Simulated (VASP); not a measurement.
Set up this calculation in VASP 6.6.1, as the native input.

| Item | Value |
| --- | --- |
| Task | single point |
| Functional | r2SCAN |
| Potentials or basis | VASP PAW PBE potentials, release 64 (Cu, O) |
| Cutoff | 660 eV |
| k mesh | 7 × 7 × 5 |
| Occupations | fermi-dirac, width 0.1 eV |
| Spin | collinear spin |
| Starting moments | [1.0, 1.0, 0.0, 0.0] μB |
| Dipole correction | no |
| Further INCAR settings | ALGO = Normal; EDIFF = 1e-06; NBANDS = 29 |

The system is CuO.

```
Cu O
1.0
     2.28393    2.28393    0.00000
    -2.28393    2.28393    0.00000
     0.00000    0.00000    4.56786
Cu O
2 2
Direct
  0.00000 0.00000 0.00000
  0.50000 0.50000 0.50000
  0.50000 0.00000 0.25000
  0.00000 0.50000 0.75000
```

These files were run (other wordings do the same):

POSCAR

```
CuO
1.0
    2.2839322700      2.2839322700      0.0000000000
   -2.2839322700      2.2839322700      0.0000000000
    0.0000000000      0.0000000000      4.5678645500
Cu O
2 2
Direct
    0.0000000000      0.0000000000      0.0000000000
    0.5000000000      0.5000000000      0.5000000000
    0.5000000000      0.0000000000      0.2500000000
    0.0000000000      0.5000000000      0.7500000000
```

INCAR.step1

```
SYSTEM = CuO
ALGO     = Normal         ! electronic algorithm
EDIFF    = 1E-5           ! SCF threshold, eV
ENCUT    = 660            ! plane-wave cutoff, eV
GGA      = PE             ! functional
GGA_COMPAT= .False.      
ISMEAR   = -1             ! smearing method
ISPIN    = 2              ! spin polarisation
LASPH    = .True.         ! aspherical terms in the spheres
LCHARG   = .False.        ! write CHGCAR
LMAXMIX  = 4              ! l up to which the mixer works
LREAL    = .False.        ! projectors in reciprocal space
LWAVE    = .True.         ! write WAVECAR
MAGMOM   = 1 1 0 0        ! initial moments
NBANDS   = 29             ! bands
NELM     = 200            ! most SCF steps
PREC     = Accurate       ! precision mode
SIGMA    = 0.1            ! smearing width, eV
```

INCAR.step2

```
SYSTEM = CuO
ALGO     = Normal         ! electronic algorithm
EDIFF    = 1E-6           ! SCF threshold, eV
ENCUT    = 660            ! plane-wave cutoff, eV
GGA_COMPAT= .False.      
ISIF     = 2              ! what is computed and relaxed
ISMEAR   = -1             ! smearing method
ISPIN    = 2              ! spin polarisation
ISTART   = 1            
LASPH    = .True.         ! aspherical terms in the spheres
LCHARG   = .False.        ! write CHGCAR
LMAXMIX  = 4              ! l up to which the mixer works
LMIXTAU  = .True.       
LORBIT   = 11             ! projections on sites
LREAL    = .False.        ! projectors in reciprocal space
LWAVE    = .False.        ! write WAVECAR
MAGMOM   = 1 1 0 0        ! initial moments
METAGGA  = R2SCAN         ! meta-GGA
NBANDS   = 29             ! bands
NELM     = 200            ! most SCF steps
PREC     = Accurate       ! precision mode
SIGMA    = 0.1            ! smearing width, eV
```

KPOINTS

```
k-points
0
Gamma
  7 7 5
  0 0 0
```

Potentials or basis: VASP PAW PBE potentials, release 64 (Cu, O).

Command:

```console
$ cat potpaw_PBE.64/Cu/POTCAR potpaw_PBE.64/O/POTCAR > POTCAR
$ cp INCAR.step1 INCAR
$ mpirun -np 1 vasp_std > vasp.out
$ cp INCAR.step2 INCAR
$ mpirun -np 1 vasp_std > vasp.out
```

It gave:

```json
{
  "Pressure": "-8.8 GPa",
  "Band gap on the k mesh": "zero (filled and empty bands overlap)",
  "Net moment": "0.00 μB per cell",
  "Valence electrons inside the program's atomic spheres": "Cu 9.85; O 4.96"
}
```

Caveat: the cell stands under tension; the PAW data sets were made with another functional, which shifts forces and pressure a little; semilocal functionals often make such compounds metallic where correlation or magnetic order opens a gap, which also shifts bond lengths.

Wall time 11 min on 1 thread of Oxide Virtual Turin-like Processor (shared host), peak memory 0.22 GiB.
